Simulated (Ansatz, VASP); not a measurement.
## Cs: VASP beside Ansatz

```
CELL_PARAMETERS angstrom
0.96243 4.48349 4.48349
4.48349 0.96243 4.48349
4.48349 4.48349 0.96243
ATOMIC_POSITIONS crystal
Cs 0.00000 0.00000 0.00000
```

Alike in both runs: task single point; functional PBEsol; k mesh 12 × 12 × 12; occupations gaussian, width 0.15 eV; no spin polarisation.

```csv
,VASP,Ansatz
version,VASP 6.6.1,Ansatz 0.2.0
potentials or method,"VASP PAW PBE potentials, release 64 (Cs_sv), cutoff 520 eV","scalar-relativistic, plane waves, PAW"
valence electrons in the cell,9,9
```

```csv
,VASP,Ansatz,Ansatz less VASP
gap on the k mesh at the Fermi level (eV),none,none,-
pressure (GPa),0.0,0.0,+0.01
"traceless stress, the component that is largest in VASP (GPa)",-0.33,-0.33,-0.001
```

VASP's potentials were made for PBE, not for PBEsol. A gap of «none» marks a metal or a gap that the smearing closes.

Spin-orbit coupling is off throughout.
